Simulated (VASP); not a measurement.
# WS2 in VASP: a series of runs

WS2 is run at these levels: PBE; tasks: single point.

Program: VASP 6.6.1. These are calculated values, not measurements. Logs are shortened: lines on timing, memory, paths and dates and some standing lists are left out, and cuts for length are marked.

## 1. The cell of the first run

The structure is cubic, space group Fm-3m (No. 225). Conventional cell: a = 6.016 Å, b = 6.016 Å, c = 6.016 Å, α = 90.00°, β = 90.00°, γ = 90.00°. W (site symmetry m-3m) has 8 S at 2.60 Å within 3.4 Å. Within 3.4 Å of S (site symmetry -43m) lie 4 W at 2.60 Å and 6 S at 3.01 Å.

## 2. Single point, PBE

INCAR

```
SYSTEM = WS2
  PREC = Accurate
  ENCUT = 520
  EDIFF = 1E-6
  ISMEAR = -1
  SIGMA = 0.05
  LREAL = .False.
  LASPH = .True.
  NELM = 60
  ALGO = Normal
  ISIF = 2
  LWAVE = .False.
  LCHARG = .True.
  GGA = PE
  LELF = .True.
  LVHAR = .True.
  NBANDS = 20
```

KPOINTS

```
regular mesh
0
Gamma
  8 8 8
  0 0 0
```

POSCAR

```
WS2
1.0
    0.0000000000      3.0079352200      3.0079352200
    3.0079352200      0.0000000000      3.0079352200
    3.0079352200      3.0079352200      0.0000000000
W S
1 2
Direct
    0.0000000000      0.0000000000      0.0000000000
    0.2500000000      0.2500000000      0.2500000000
    0.7500000000      0.7500000000      0.7500000000
```

Potentials or basis: VASP PAW PBE potentials, release 64 (W_sv, S).

The run is started by

```bash
$ cat potpaw_PBE.64/W_sv/POTCAR potpaw_PBE.64/S/POTCAR > POTCAR
$ mpirun -np 1 vasp_std > vasp.out
```

OUTCAR:

```text
SYSTEM = WS2
   PREC = Accurate
   ENCUT = 520
   EDIFF = 1E-6
   ISMEAR = -1
   LREAL = .False.
   LASPH = .True.
   NELM = 60
   ISIF = 2
   GGA = PE

 ion  position               nearest neighbor table
   1  0.000  0.000  0.000-   3 2.60   3 2.60   3 2.60   2 2.60   3 2.60   2 2.60   2 2.60   2 2.60

   2  0.250  0.250  0.250-   1 2.60   1 2.60   1 2.60   1 2.60
   3  0.750  0.750  0.750-   1 2.60   1 2.60   1 2.60   1 2.60

  LATTYP: Found a face centered cubic cell.
 ALAT       =     6.0158704400

  Lattice vectors:

 A1 = (   0.0000000000,   3.0079352200,   3.0079352200)
 A2 = (   3.0079352200,   0.0000000000,   3.0079352200)
 A3 = (   3.0079352200,   3.0079352200,   0.0000000000)

Analysis of symmetry for initial positions (statically):
=====================================================================
 Subroutine PRICEL returns:
 Original cell was already a primitive cell.

 Routine SETGRP: Setting up the symmetry group for a
 face centered cubic supercell.

 Subroutine GETGRP returns: Found 48 space group operations
 (whereof 48 operations were pure point group operations)
 out of a pool of 48 trial point group operations.

The static configuration has the point symmetry O_h .

Analysis of symmetry for dynamics (positions and initial velocities):
=====================================================================
 Subroutine PRICEL returns:
 Original cell was already a primitive cell.

 Routine SETGRP: Setting up the symmetry group for a
 face centered cubic supercell.

 Subroutine GETGRP returns: Found 48 space group operations
 (whereof 48 operations were pure point group operations)
 out of a pool of 48 trial point group operations.

The dynamic configuration has the point symmetry O_h .

 Subroutine INISYM returns: Found 48 space group operations
 (whereof 48 operations are pure point group operations),
 and found     1 'primitive' translations

----------------------------------------------------------------------------------------

                                     Primitive cell

  volume of cell :      54.4296

  direct lattice vectors                    reciprocal lattice vectors
     0.000000000  3.007935220  3.007935220    -0.166226984  0.166226984  0.166226984
     3.007935220  0.000000000  3.007935220     0.166226984 -0.166226984  0.166226984
     3.007935220  3.007935220  0.000000000     0.166226984  0.166226984 -0.166226984

  length of vectors
     4.253862783  4.253862783  4.253862783     0.287913582  0.287913582  0.287913582

  position of ions in fractional coordinates (direct lattice)
     0.000000000  0.000000000  0.000000000
     0.250000000  0.250000000  0.250000000
     0.750000000  0.750000000  0.750000000

  ion indices of the primitive-cell ions
   primitive index   ion index
                 1           1
                 2           2
                 3           3

----------------------------------------------------------------------------------------

 KPOINTS: regular mesh

Automatic generation of k-mesh.
 Grid dimensions read from file:
 generate k-points for:    8    8    8

 Generating k-lattice:

  Cartesian coordinates                     Fractional coordinates (reciprocal lattice)
    -0.020778373  0.020778373  0.020778373     0.125000000  0.000000000  0.000000000
     0.020778373 -0.020778373  0.020778373     0.000000000  0.125000000  0.000000000
     0.020778373  0.020778373 -0.020778373     0.000000000  0.000000000  0.125000000

  Length of vectors
     0.035989198  0.035989198  0.035989198

  Shift w.r.t. Gamma in fractional coordinates (k-lattice)
     0.000000000  0.000000000  0.000000000

 Subroutine IBZKPT returns following result:
 ===========================================

 Found     29 irreducible k-points:

 Following reciprocal coordinates:
            Coordinates               Weight
  0.000000  0.000000  0.000000      1.000000
  0.125000  0.000000  0.000000      8.000000
  0.250000  0.000000  0.000000      8.000000
  0.375000  0.000000  0.000000      8.000000
  0.500000  0.000000  0.000000      4.000000
  0.125000  0.125000  0.000000      6.000000
[... 16 lines left out ...]
  0.500000  0.250000  0.125000     48.000000
 -0.375000  0.250000  0.125000     24.000000
 [... further k-points ...]
   k-points           NKPTS =     29   k-points in BZ     NKDIM =     29   number of bands    NBANDS=     20
   number of dos      NEDOS =    301   number of ions     NIONS =      3
   total plane-waves  NPLWV =  32768
   dimension x,y,z NGX =    32 NGY =   32 NGZ =   32
   dimension x,y,z NGXF=    64 NGYF=   64 NGZF=   64
   ions per type =               1   2
   NGX,Y,Z   is equivalent  to a cutoff of  12.51, 12.51, 12.51 a.u.
   NGXF,Y,Z  is equivalent  to a cutoff of  25.01, 25.01, 25.01 a.u.
 SYSTEM =  WS2
   PREC   = accura    normal or accurate (medium, high low for compatibility)
   ISTART =      0    job   : 0-new  1-cont  2-samecut
   ICHARG =      2    charge: 1-file 2-atom 10-const
   ISPIN  =      1    spin polarized calculation?
   LNONCOLLINEAR =      F non collinear calculations
   LSORBIT =      F    spin-orbit coupling
   LASPH  =      T    aspherical Exc in radial PAW
   ENCUT  =  520.0 eV  38.22 Ry    6.18 a.u.   7.91  7.91  7.91*2*pi/ulx,y,z
   NELM   =     60;   NELMIN=  2; NELMDL= -5     # of ELM steps
   EDIFF  = 0.1E-05   stopping-criterion for ELM
   LREAL  =      F    real-space projection
   EDIFFG = 0.1E-04   stopping-criterion for IOM
   NSW    =      0    number of steps for IOM
   IBRION =     -1    ionic relax: 0-MD 1-quasi-New 2-CG
   NFREE  =      0    steps in history (QN), initial steepest desc. (CG)
   ISIF   =      2    stress and relaxation
   ISYM   =      2    0-nonsym 1-usesym 2-fastsym
   POTIM  = 0.5000    time-step for ionic-motion
   TEBEG  =    0.0;   TEEND  =   0.0 temperature during run
   PSTRESS=    0.0 pullay stress
   NELECT =      26.0000    total number of electrons
   NUPDOWN=      -1.0000    fix difference up-down
   EMIN   =  10.00;   EMAX   =-10.00  energy-range for DOS
   EFERMI =   0.00;   METHOD = LEGACY
   ISMEAR =    -1;   SIGMA  =   0.05  broadening in eV -4-tet -1-fermi 0-gaus
   EFERMI_NEDOS =   21; number of points for ismear=-14 and -15
   IALGO  =     38    algorithm
   IMIX   =      4    mixing-type and parameters
     AMIX     =   0.40;   BMIX     =  1.00
     AMIX_MAG =   1.60;   BMIX_MAG =  1.00
  volume/ion in A,a.u.               =      18.14       122.44
  Fermi-wavevector in a.u.,A,eV,Ry     =   1.279737  2.418353 22.282634  1.637727
  Thomas-Fermi vector in A             =   2.412205
   LORBIT       =      0    0 simple, 1 ext, 2 COOP (PROOUT), +10 PAW based schemes
   GGA     = PE    functional components
   LHFCALC =     F    Hartree Fock is set to
   AEXX    =    0.0000 exact exchange contribution
   IVDW    =     0    specifies the selected vdW correction
   LEPSILON=     F    determine dielectric tensor
   LRPA    =     F    only Hartree local field effects (RPA)
 non-spin polarized calculation
  energy-cutoff  :      520.00
  volume of cell :       54.43
 maximum number of plane-waves:      1477
   NGX = 15   NGY = 15   NGZ = 15

 number of electron      26.0000000 magnetization

 Free energy of the ion-electron system (eV)
  ---------------------------------------------------
  ext. energy  EPLUGINS =         0.00000000
  ---------------------------------------------------
  free energy    TOTEN  =       -21.00370369 eV

  energy without entropy =      -20.96474921  energy(sigma->0) =      -20.98422645

 E-fermi :   7.2534     XC(G=0): -10.9952

 val. band max:        7.2091803927   @ k =  -0.2500   0.3750   0.1250
 cond. band min:       7.2595854192   @ k =   0.5000   0.2500   0.0000
 fundamental gap:      0.0504050265
 Fermi energy:         7.2533541095

 k-point     1 :       0.0000    0.0000    0.0000
  band No.  band energies     occupation
      1     -67.2630      2.00000
      2     -31.4010      2.00000
      3     -31.4010      2.00000
      4     -31.4010      2.00000
      5      -7.9821      2.00000
      6      -3.7436      2.00000
[... 12 lines left out ...]
     19      11.9822      0.00000
     20      11.9822      0.00000

 k-point     2 :       0.1250    0.0000    0.0000
  band No.  band energies     occupation
      1     -67.2629      2.00000
      2     -31.4038      2.00000
      3     -31.4014      2.00000
      4     -31.4014      2.00000
      5      -7.8307      2.00000
      6      -4.0270      2.00000
[... 12 lines left out ...]
     19      12.8424      0.00000
     20      12.8424      0.00000

 k-point     3 :       0.2500    0.0000    0.0000
  band No.  band energies     occupation
      1     -67.2629      2.00000
      2     -31.4105      2.00000
      3     -31.4025      2.00000
      4     -31.4025      2.00000
      5      -7.4077      2.00000
      6      -4.6425      2.00000
[... 12 lines left out ...]
     19      14.0403      0.00000
     20      14.0403      0.00000

 k-point     4 :       0.3750    0.0000    0.0000
  band No.  band energies     occupation
      1     -67.2628      2.00000
      2     -31.4172      2.00000
      3     -31.4035      2.00000
      4     -31.4035      2.00000
      5      -6.8105      2.00000
      6      -5.3104      2.00000
[... 12 lines left out ...]
     19      14.9484      0.00000
     20      15.3946      0.00000

 k-point     5 :       0.5000    0.0000    0.0000
  band No.  band energies     occupation
      1     -67.2627      2.00000
      2     -31.4199      2.00000
      3     -31.4039      2.00000
      4     -31.4039      2.00000
      5      -6.3356      2.00000
      6      -5.7865      2.00000
[... 12 lines left out ...]
     19      14.2761      0.00000
     20      16.1761      0.00000
[... 353 lines left out ...]
      6      -5.4292      2.00000
[... 12 lines left out ...]
     19      14.4686      0.00000
     20      15.3345      0.00000

 k-point    22 :       0.3750    0.2500    0.1250
  band No.  band energies     occupation
      1     -67.2628      2.00000
      2     -31.4124      2.00000
      3     -31.4058      2.00000
      4     -31.4037      2.00000
      5      -7.0620      2.00000
      6      -4.9485      2.00000
[... 12 lines left out ...]
     19      14.1372      0.00000
     20      15.7736      0.00000

 k-point    23 :       0.5000    0.2500    0.1250
  band No.  band energies     occupation
      1     -67.2627      2.00000
      2     -31.4160      2.00000
      3     -31.4081      2.00000
      4     -31.4048      2.00000
      5      -6.5290      2.00000
      6      -5.4120      2.00000
[... 12 lines left out ...]
     19      14.7097      0.00000
     20      16.2954      0.00000

 k-point    24 :      -0.3750    0.2500    0.1250
  band No.  band energies     occupation
      1     -67.2627      2.00000
      2     -31.4175      2.00000
      3     -31.4090      2.00000
      4     -31.4054      2.00000
      5      -6.0912      2.00000
      6      -5.7989      2.00000
[... 12 lines left out ...]
     19      14.4445      0.00000
     20      16.9564      0.00000

 [... further k-points ...]
[... 5 lines left out ...]
  --------------------------------------------------------------------------------------
  -------------------------------------------------------------------------------------
  Total       -3.0475368     -3.0475368     -3.0475368      0.0000000      0.0000000      0.0000000
  in kB      -89.7065393    -89.7065393    -89.7065393      0.0000000      0.0000000      0.0000000
  external PRESSURE =     -89.7065393 kB  Pullay stress =       0.0000000 kB

 VOLUME and BASIS-vectors are now :
 -----------------------------------------------------------------------------
  energy-cutoff  :      520.00
  volume of cell :       54.43
      direct lattice vectors                 reciprocal lattice vectors
     0.000000000  3.007935220  3.007935220    -0.166226984  0.166226984  0.166226984
     3.007935220  0.000000000  3.007935220     0.166226984 -0.166226984  0.166226984
     3.007935220  3.007935220  0.000000000     0.166226984  0.166226984 -0.166226984

 POSITION                                       TOTAL-FORCE (eV/Angst)
 -----------------------------------------------------------------------------------
      0.00000      0.00000      0.00000        -0.000000     -0.000000     -0.000000
      1.50397      1.50397      1.50397         0.000000      0.000000      0.000000
      4.51190      4.51190      4.51190        -0.000000     -0.000000     -0.000000
 -----------------------------------------------------------------------------------
    total drift:                                0.000000     -0.000000      0.000000

  FREE ENERGIE OF THE ION-ELECTRON SYSTEM (eV)
  ---------------------------------------------------
  free  energy   TOTEN  =       -21.0037036943 eV

  energy  without entropy=      -20.9647492143  energy(sigma->0) =      -20.98422645
```

Run time: 44 s. Hardware: 1 thread of Intel Xeon 8259CL, shared host; peak memory 0.19 GiB.

What came out:

| Property | Result |
| --- | --- |
| Free energy | -21.0037 eV |
| Pressure | -9.0 GPa |
| Band gap on the k mesh | zero (band 13 reaches 7.55 eV, above the bottom of band 14 at 6.48 eV) |

Levels at points of the mesh, in eV from the Fermi level:
```
           k point  band 10  band 11  band 12  band 13  band 14  band 15  band 16  band 17
(0.00, 0.00, 0.00)    -0.83    -0.83    -0.77    -0.77    -0.77     4.45     4.45     4.45
(0.50, 0.00, 0.00)    -3.11    -3.04    -3.04    -0.33    -0.33     1.65     4.11     4.11
(0.50, 0.50, 0.00)    -2.50    -2.50    -1.06     0.24     0.60     1.78     3.36     3.36
```

Caveat: spin-orbit coupling is left out, which moves the levels of the heavy elements.

## 3. Single point, PBE (atoms moved at random)

INCAR

```
  PREC = Accurate
  ENCUT = 520
  EDIFF = 1E-7
  ISMEAR = -1
  SIGMA = 0.05
  LREAL = False
  LASPH = True
  NELM = 100
  ALGO = Normal
  ISIF = 2
  LWAVE = False
  LCHARG = False
  GGA = PE
  NBANDS = 20
```

KPOINTS

```
regular mesh
0
Gamma
  8 8 8
```

POSCAR

```
WS2
1.0
    0.0000000000      3.0079352200      3.0079352200
    3.0079352200      0.0000000000      3.0079352200
    3.0079352200      3.0079352200      0.0000000000
W S
1 2
Direct
    0.0017990000      0.0128930000      0.0051310000
    0.2443620000      0.2492270000      0.2571790000
    0.7474660000      0.7556630000      0.7482550000
```

Potentials or basis: VASP PAW PBE potentials, release 64 (W_sv, S).

The run is started by

```bash
$ cat potpaw_PBE.64/W_sv/POTCAR potpaw_PBE.64/S/POTCAR > POTCAR
$ mpirun -np 1 vasp_std > vasp.out
```

Wall time 4.9 min (1 thread of Intel Xeon 8259CL, shared host); peak memory 0.37 GiB.

The run converged. Its results:

```yaml
Free_energy: -21.0021 eV
Pressure: -8.8 GPa
Largest_force: 0.151 eV/Å
Band_gap_on_the_k_mesh: zero (band 13 reaches 7.55 eV, above the bottom of band 14 at 6.75 eV)
```

Forces in eV/Å, atoms in the order of the input:
```
W    0.000 -0.016  0.017
S   -0.015 -0.036  0.124
S    0.015  0.052 -0.141
```

Stress tensor (GPa, compression positive):
```
-8.85  0.57  0.05
 0.57 -8.86  0.09
 0.05  0.09 -8.82
```

Levels at points of the mesh, in eV from the Fermi level:
| k point | band 9 | band 10 | band 11 | band 12 | band 13 | band 14 | band 15 | band 16 | band 17 | band 18 |
| --- | --- | --- | --- | --- | --- | --- | --- | --- | --- | --- |
| (0.00, 0.00, 0.00) | -5.85 | -1.09 | -1.00 | -0.78 | -0.59 | -0.51 | 4.27 | 4.32 | 4.45 | 4.71 |
| (0.50, 0.00, 0.00) | -4.30 | -3.15 | -3.09 | -2.96 | -0.32 | -0.30 | 1.63 | 4.09 | 4.16 | 6.73 |
| (0.00, 0.50, 0.00) | -4.26 | -3.15 | -3.07 | -2.96 | -0.32 | -0.29 | 1.62 | 4.11 | 4.17 | 6.74 |
| (0.00, 0.00, 0.50) | -4.43 | -3.15 | -3.08 | -3.05 | -0.33 | -0.32 | 1.66 | 4.05 | 4.09 | 6.66 |
| (0.50, 0.50, 0.50) | -4.35 | -3.15 | -3.08 | -2.97 | -0.34 | -0.31 | 1.64 | 4.07 | 4.16 | 6.66 |
| (0.50, 0.50, 0.00) | -5.03 | -2.57 | -2.44 | -1.05 | 0.23 | 0.56 | 1.83 | 3.25 | 3.45 | 5.57 |
| (0.00, 0.50, 0.50) | -5.02 | -2.52 | -2.49 | -1.04 | 0.23 | 0.57 | 1.81 | 3.33 | 3.36 | 5.57 |
| (0.50, 0.00, 0.50) | -5.02 | -2.53 | -2.49 | -1.05 | 0.23 | 0.59 | 1.79 | 3.32 | 3.37 | 5.57 |

Caveat: the cell differs from its parent crystal (atoms moved at random); spin-orbit coupling is left out, which moves the levels of the heavy elements.
